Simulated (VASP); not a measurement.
A run of VASP 6.6.1 is set up as follows.

File INCAR:

```
SYSTEM = Si5NiO12
PREC = Accurate
ENCUT = 520
EDIFF = 1E-7
ISMEAR = 0
SIGMA = 0.05
LREAL = Auto
LASPH = .TRUE.
NELM = 150
ALGO = Normal
ISIF = 2
LWAVE = .FALSE.
LCHARG = .FALSE.
ISPIN = 2
MAGMOM = 2 0 0 0 0 0 0 0 0 0 0 0 0 0 0 0 0 0
LORBIT = 11
NUPDOWN = 2.0
LMAXMIX = 4
LDAU = .TRUE.
LDAUTYPE = 2
LDAUL = 2 -1 -1
LDAUU = 5 0 0
LDAUJ = 0 0 0
LDAUPRINT = 1
GGA = PS
NBANDS = 70
KPAR = 4
```

File KPOINTS:

```
regular mesh
0
G
  4 4 3
  0 0 0
```

File POSCAR:

```
Si5NiO12
1.0
    9.8327200000      0.0000000000      0.0000000000
   -2.4581800000      4.2576927000      0.0000000000
    0.0000000000      0.0000000000      5.4084000000
Ni Si O
1 5 12
Direct
    0.2276730509      0.0167602132      0.6729315115
    0.7327447177      0.9822286950      0.6596868457
    0.9955031988      0.4569620289      0.3361602475
    0.5019566314      0.4560873913      0.3242791530
    0.2723466675      0.5663218984      0.0193944739
    0.7693824824      0.5215083281      0.9891612292
    0.2005962525      0.3375042496      0.7777810626
    0.7047173918      0.2536846634      0.7758837011
    0.3643616813      0.1172396500      0.4218935507
    0.8583674432      0.1173683190      0.4332581123
    0.4353541174      0.5941417731      0.1126439093
    0.9334413600      0.5751193706      0.1041009841
    0.1428784063      0.4226063247      0.2408122776
    0.6414641766      0.4105526909      0.2103090048
    0.0409574612      0.7049881868      0.5639303615
    0.5676724717      0.7039345913      0.5531612583
    0.3062425160      0.9129617074      0.9362867776
    0.7998856691      0.8507141800      0.8740508076
```

Potentials or basis: VASP PAW PBE potentials, release 64 (Ni, Si, O).

The run is started by

```bash
$ cat potpaw_PBE.64/Ni/POTCAR potpaw_PBE.64/Si/POTCAR potpaw_PBE.64/O/POTCAR > POTCAR
$ mpirun -np 4 vasp_std > vasp.out
```

Task: Estimate the largest force.

Result: 0.811 eV/Å.

Task: Predict the pressure.

Result: 0.6 GPa.

Forces in eV/Å, atoms in the order of the input:
```
Ni  -0.001 -0.089 -0.093
Si   0.084  0.093 -0.035
Si  -0.051  0.150  0.237
Si   0.062  0.114  0.089
Si   0.015 -0.272 -0.227
Si   0.155  0.035 -0.053
O    0.449 -0.302 -0.077
O   -0.041  0.001 -0.007
O   -0.494 -0.367  0.528
O   -0.072 -0.077 -0.027
O   -0.017  0.088 -0.052
O   -0.035 -0.027 -0.058
O    0.062 -0.033  0.073
O   -0.059 -0.038  0.051
O    0.482  0.446  0.165
O   -0.059 -0.088 -0.039
O   -0.461  0.365 -0.497
O   -0.018  0.000  0.022
```

Caveat: the k points lie up to 0.39 Å⁻¹ apart; the PAW data sets were made with another functional, which shifts forces and pressure a little; the total moment is fixed, so each spin has its own Fermi level and the state may be an excited one; a cell with one magnetic atom can't hold antiferromagnetic order, which such compounds often take. The state reached can hang on the start; a lower one may exist.
